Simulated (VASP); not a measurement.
# ZnReH (P4/mmm) in VASP: further runs

The runs below take ZnReH through single point, with PBE.

Everything below comes from runs of VASP 6.6.1. Logs are shortened: lines on timing, memory, paths and dates and some standing lists are left out, and cuts for length are marked.

**1. The cell of the first run**

Symmetry: P4/mmm, No. 123, tetragonal system. Conventional cell: a = 2.786 Å, b = 2.786 Å, c = 4.149 Å, α = 90.00°, β = 90.00°, γ = 90.00°. Zn (site symmetry 4/mmm) has 2 H at 2.07 Å and 4 Zn at 2.79 Å and 8 Re at 2.86 Å within 2.9 Å. Re (site symmetry 4/mmm) has 4 H at 1.97 Å within 2.6 Å. Within 2.6 Å of H (site symmetry 4/mmm) lie 4 Re at 1.97 Å and 2 Zn at 2.07 Å.

The cell was built from a structure type or drawn by symmetry, and may not be a known phase.

**2. Single point, PBE**

Contents of INCAR:

```
SYSTEM = ZnReH
PREC = Accurate
ENCUT = 520
EDIFF = 1E-7
ISMEAR = 0
SIGMA = 0.1
LREAL = .False.
LASPH = .True.
NELM = 100
ALGO = Normal
ISIF = 2
LWAVE = .False.
LCHARG = .False.
GGA = PE
NBANDS = 17
```

Contents of KPOINTS:

```
Automatic mesh
0
Gamma
  6 6 6
  0 0 0
```

Contents of POSCAR:

```
ZnReH
1.0
    2.7864454475      0.0000000000      0.0000000000
    0.0000000000      2.7864454475      0.0000000000
    0.0000000000      0.0000000000      4.1485335531
Zn Re H
1 1 1
Direct
    0.5000000000      0.5000000000      0.5000000000
    0.0000000000      0.0000000000      0.0000000000
    0.5000000000      0.5000000000      0.0000000000
```

Potentials or basis: VASP PAW PBE potentials, release 64 (Zn, Re, H).

Run with:

```sh
cat potpaw_PBE.64/Zn/POTCAR potpaw_PBE.64/Re/POTCAR potpaw_PBE.64/H/POTCAR > POTCAR
mpirun -np 1 vasp_std > vasp.out
```

OUTCAR:

```text
SYSTEM = ZnReH
   PREC = Accurate
   ENCUT = 520
   EDIFF = 1E-7
   ISMEAR = 0
   LREAL = .False.
   LASPH = .True.
   NELM = 100
   ISIF = 2
   GGA = PE

 ion  position               nearest neighbor table
   1  0.500  0.500  0.500-   2 2.86   2 2.86   2 2.86   2 2.86   2 2.86   2 2.86   2 2.86   2 2.86

   2  0.000  0.000  0.000-   3 1.97   3 1.97   3 1.97   3 1.97   1 2.86   1 2.86   1 2.86   1 2.86
                             1 2.86   1 2.86   1 2.86   1 2.86
   3  0.500  0.500  0.000-   2 1.97   2 1.97   2 1.97   2 1.97

  LATTYP: Found a simple tetragonal cell.
 ALAT       =     2.7864454475
 C/A-ratio  =     1.4888264031

  Lattice vectors:

 A1 = (   2.7864454475,   0.0000000000,   0.0000000000)
 A2 = (   0.0000000000,   2.7864454475,   0.0000000000)
 A3 = (   0.0000000000,   0.0000000000,   4.1485335531)

Analysis of symmetry for initial positions (statically):
=====================================================================
 Subroutine PRICEL returns:
 Original cell was already a primitive cell.

 Routine SETGRP: Setting up the symmetry group for a
 simple tetragonal supercell.

 Subroutine GETGRP returns: Found 16 space group operations
 (whereof 16 operations were pure point group operations)
 out of a pool of 16 trial point group operations.

The static configuration has the point symmetry D_4h.

Analysis of symmetry for dynamics (positions and initial velocities):
=====================================================================
 Subroutine PRICEL returns:
 Original cell was already a primitive cell.

 Routine SETGRP: Setting up the symmetry group for a
 simple tetragonal supercell.

 Subroutine GETGRP returns: Found 16 space group operations
 (whereof 16 operations were pure point group operations)
 out of a pool of 16 trial point group operations.

The dynamic configuration has the point symmetry D_4h.

 Subroutine INISYM returns: Found 16 space group operations
 (whereof 16 operations are pure point group operations),
 and found     1 'primitive' translations

----------------------------------------------------------------------------------------

                                     Primitive cell

  volume of cell :      32.2104

  direct lattice vectors                    reciprocal lattice vectors
     2.786445447  0.000000000  0.000000000     0.358880164  0.000000000  0.000000000
     0.000000000  2.786445447  0.000000000     0.000000000  0.358880164  0.000000000
[... 87 lines left out ...]
   EDIFF  = 0.1E-06   stopping-criterion for ELM
   LREAL  =      F    real-space projection
   EDIFFG = 0.1E-05   stopping-criterion for IOM
   NSW    =      0    number of steps for IOM
   IBRION =     -1    ionic relax: 0-MD 1-quasi-New 2-CG
   NFREE  =      0    steps in history (QN), initial steepest desc. (CG)
   ISIF   =      2    stress and relaxation
   ISYM   =      2    0-nonsym 1-usesym 2-fastsym
   POTIM  = 0.5000    time-step for ionic-motion
   TEBEG  =    0.0;   TEEND  =   0.0 temperature during run
   PSTRESS=    0.0 pullay stress
   NELECT =      20.0000    total number of electrons
   NUPDOWN=      -1.0000    fix difference up-down
   EMIN   =  10.00;   EMAX   =-10.00  energy-range for DOS
   EFERMI =   0.00;   METHOD = LEGACY
   ISMEAR =     0;   SIGMA  =   0.10  broadening in eV -4-tet -1-fermi 0-gaus
   EFERMI_NEDOS =   21; number of points for ismear=-14 and -15
   IALGO  =     38    algorithm
   IMIX   =      4    mixing-type and parameters
     AMIX     =   0.40;   BMIX     =  1.00
     AMIX_MAG =   1.60;   BMIX_MAG =  1.00
  volume/ion in A,a.u.               =      10.74        72.46
  Fermi-wavevector in a.u.,A,eV,Ry     =   1.396646  2.639278 26.539787  1.950619
  Thomas-Fermi vector in A             =   2.519980
   LORBIT       =      0    0 simple, 1 ext, 2 COOP (PROOUT), +10 PAW based schemes
   GGA     = PE    functional components
   LHFCALC =     F    Hartree Fock is set to
   AEXX    =    0.0000 exact exchange contribution
   IVDW    =     0    specifies the selected vdW correction
   LEPSILON=     F    determine dielectric tensor
   LRPA    =     F    only Hartree local field effects (RPA)
 non-spin polarized calculation
 Gauss-broadening in eV      SIGMA  =   0.10
  energy-cutoff  :      520.00
  volume of cell :       32.21
 maximum number of plane-waves:       880
 NGX is ok and might be reduce to    24
   NGX = 11   NGY = 11   NGZ = 15

 number of electron      20.0000001 magnetization

 Free energy of the ion-electron system (eV)
  ---------------------------------------------------
  ext. energy  EPLUGINS =         0.00000000
  ---------------------------------------------------
  free energy    TOTEN  =       -15.24745834 eV

  energy without entropy =      -15.22932039  energy(sigma->0) =      -15.23838936

 E-fermi :   5.5017     XC(G=0): -12.5993

 val. band max:        5.4890745617   @ k =   0.3333   0.3333   0.5000
 cond. band min:       5.5212664456   @ k =   0.5000   0.0000   0.5000
 fundamental gap:      0.0321918838
 Fermi energy:         5.5016917745

 k-point     1 :       0.0000    0.0000    0.0000
  band No.  band energies     occupation
      1      -6.4659      2.00000
      2      -2.7456      2.00000
      3      -2.3731      2.00000
      4      -1.7406      2.00000
      5      -1.7406      2.00000
      6      -1.4879      2.00000
[... 457 lines left out ...]
      4      -1.7644      2.00000
      5      -1.6942      2.00000
      6      -0.5909      2.00000
[... 9 lines left out ...]
     16      19.9878      0.00000
     17      20.0190      0.00000

 [... further k-points ...]

------------------------ aborting loop because EDIFF is reached ----------------------------------------

  FORCE on cell =-STRESS in cart. coord.  units (eV):
  Direction    XX          YY          ZZ          XY          YZ          ZX
  --------------------------------------------------------------------------------------
  -------------------------------------------------------------------------------------
  Total        0.1089835      0.1089835      0.1262247      0.0000000      0.0000000      0.0000000
  in kB        5.4209552      5.4209552      6.2785503      0.0000000      0.0000000      0.0000000
  external PRESSURE =       5.7068202 kB  Pullay stress =       0.0000000 kB

 VOLUME and BASIS-vectors are now :
 -----------------------------------------------------------------------------
  energy-cutoff  :      520.00
  volume of cell :       32.21
      direct lattice vectors                 reciprocal lattice vectors
     2.786445447  0.000000000  0.000000000     0.358880164  0.000000000  0.000000000
     0.000000000  2.786445447  0.000000000     0.000000000  0.358880164  0.000000000
     0.000000000  0.000000000  4.148533553     0.000000000  0.000000000  0.241049033

 POSITION                                       TOTAL-FORCE (eV/Angst)
 -----------------------------------------------------------------------------------
      1.39322      1.39322      2.07427         0.000000      0.000000      0.000000
      0.00000      0.00000      0.00000         0.000000      0.000000      0.000000
      1.39322      1.39322      0.00000         0.000000      0.000000      0.000000
 -----------------------------------------------------------------------------------
    total drift:                                0.000000      0.000000     -0.000000

  FREE ENERGIE OF THE ION-ELECTRON SYSTEM (eV)
  ---------------------------------------------------
  free  energy   TOTEN  =       -15.2474583379 eV

  energy  without entropy=      -15.2293203860  energy(sigma->0) =      -15.23838936
```

OSZICAR:

```text
N       E                     dE             d eps       ncg     rms          rms(c)
DAV:   1     0.669718828369E+02    0.66972E+02   -0.10078E+04  2029   0.163E+03
DAV:   2    -0.132284497182E+02   -0.80200E+02   -0.76069E+02  2064   0.395E+02
DAV:   3    -0.162637623905E+02   -0.30353E+01   -0.29535E+01  2178   0.836E+01
DAV:   4    -0.162848663068E+02   -0.21104E-01   -0.21047E-01  2143   0.450E+00
DAV:   5    -0.162850729155E+02   -0.20661E-03   -0.20659E-03  1880   0.342E-01    0.266E+01
DAV:   6    -0.153604866833E+02    0.92459E+00   -0.18585E+00  2264   0.328E+01    0.111E+01
DAV:   7    -0.152694516410E+02    0.91035E-01   -0.49890E-01  2318   0.134E+01    0.177E+00
DAV:   8    -0.152503193673E+02    0.19132E-01   -0.58295E-02  2208   0.666E+00    0.137E+00
DAV:   9    -0.152475320178E+02    0.27873E-02   -0.69153E-03  1982   0.116E+00    0.112E-01
DAV:  10    -0.152474612537E+02    0.70764E-04   -0.27649E-04  2104   0.232E-01    0.534E-02
DAV:  11    -0.152474569777E+02    0.42760E-05   -0.37428E-05  2149   0.703E-02    0.163E-02
DAV:  12    -0.152474586657E+02   -0.16881E-05   -0.33580E-06  1896   0.261E-02    0.399E-03
DAV:  13    -0.152474583601E+02    0.30561E-06   -0.47956E-07  1765   0.112E-02    0.131E-03
DAV:  14    -0.152474583379E+02    0.22182E-07   -0.29271E-08   973   0.226E-03
   1 F= -.15247458E+02 E0= -.15238389E+02  d E =-.181380E-01
```

stdout:

```text
POSCAR found type information on POSCAR ZnReH
 POSCAR found :  3 types and       3 ions
 scaLAPACK will be used
 LDA part: xc-table for (Slater+PW92), standard interpolation
 POSCAR, INCAR and KPOINTS ok, starting setup
 FFT: planning ... GRIDC
 FFT: planning ... GRID_SOFT
 FFT: planning ... GRID
 WAVECAR not read
 entering main loop
```

It took 26 s on 1 thread of Intel Xeon Platinum 8259CL at 2.50GHz (Skylake/Cascade Lake), shared host; peak memory 0.16 GiB.

Results:

| Item | Value |
| --- | --- |
| Free energy | -15.2475 eV |
| Pressure | 0.6 GPa |
| Band gap on the k mesh | zero (bands 10 and 11 overlap by 2.51 eV) |

Stress tensor (GPa, compression positive):
```
0.54 0.00 0.00
0.00 0.54 0.00
0.00 0.00 0.63
```

Caveat: the k points lie up to 0.38 Å⁻¹ apart, too coarse for converged energies and pressures of a metal; spin-orbit coupling is left out, which moves the levels of the heavy elements.

**3. Single point, PBE**

This run uses another cell than the first one, of 12.24 Å³/atom.

Contents of INCAR:

```
ALGO     = Normal         # electronic algorithm
EDIFF    = 1E-6           # SCF threshold, eV
ENCUT    = 520            # plane-wave cutoff, eV
GGA      = PE             # functional
ISIF     = 2              # what is computed and relaxed
ISMEAR   = 0              # smearing method
LASPH    = True           # aspherical terms in the spheres
LCHARG   = False          # write CHGCAR
LREAL    = False          # projectors in reciprocal space
LWAVE    = False          # write WAVECAR
NBANDS   = 17             # bands
NELM     = 60             # most SCF steps
PREC     = Accurate       # precision mode
SIGMA    = 0.1            # smearing width, eV
```

Contents of KPOINTS:

```
k-points
0
Gamma
  6 6 6
```

Contents of POSCAR:

```
ZnReH
1.0
    3.3014298000      0.0000000000      0.0000000000
    0.0000000000      3.3014298000      0.0000000000
    0.0000000000      0.0000000000      3.3693109500
Zn Re H
1 1 1
Direct
    0.5000000000      0.5000000000      0.5000000000
    0.0000000000      0.0000000000      0.0000000000
    0.5000000000      0.5000000000      0.0000000000
```

Potentials or basis: VASP PAW PBE potentials, release 64 (Zn, Re, H).

Run with:

```sh
cat potpaw_PBE.64/Zn/POTCAR potpaw_PBE.64/Re/POTCAR potpaw_PBE.64/H/POTCAR > POTCAR
mpirun -np 1 vasp_std > vasp.out
```

Run time: 32 s. Hardware: 1 thread of Intel Xeon Platinum 8259CL at 2.50GHz (Skylake/Cascade Lake), shared host; peak memory 0.17 GiB.

It converged, with:

* Free energy: -14.0495 eV
* Pressure: -20.9 GPa
* Band gap on the k mesh: zero (bands 10 and 11 overlap by 1.89 eV)

Stress tensor (GPa, compression positive):
```
-29.65   0.00   0.00
  0.00 -29.65   0.00
  0.00   0.00  -3.49
```

Levels at points of the mesh, in eV from the Fermi level:
| k point | band 6 | band 7 | band 8 | band 9 | band 10 | band 11 | band 12 | band 13 | band 14 | band 15 |
| --- | --- | --- | --- | --- | --- | --- | --- | --- | --- | --- |
| (0.00, 0.00, 0.00) | -7.02 | -2.62 | -2.28 | 0.69 | 0.72 | 0.72 | 3.99 | 4.81 | 4.81 | 4.90 |
| (0.50, 0.00, 0.00) | -5.94 | -5.53 | -2.16 | -1.30 | -1.27 | 0.73 | 1.97 | 4.43 | 9.70 | 10.34 |
| (0.50, 0.50, 0.00) | -5.80 | -1.94 | -1.18 | -1.18 | -0.20 | -0.20 | 1.81 | 3.60 | 3.68 | 7.54 |
| (0.00, 0.00, 0.50) | -6.97 | -5.14 | -2.20 | -0.91 | -0.91 | 0.67 | 1.66 | 5.30 | 9.89 | 9.91 |
| (0.50, 0.00, 0.50) | -6.47 | -4.88 | -2.43 | -0.98 | -0.41 | -0.02 | 1.63 | 3.40 | 4.50 | 8.75 |
| (0.50, 0.50, 0.50) | -6.82 | -3.36 | -3.36 | 0.25 | 1.69 | 1.88 | 3.71 | 3.72 | 3.72 | 4.52 |

Caveat: the cell stands under tension; spin-orbit coupling is left out, which moves the levels of the heavy elements.
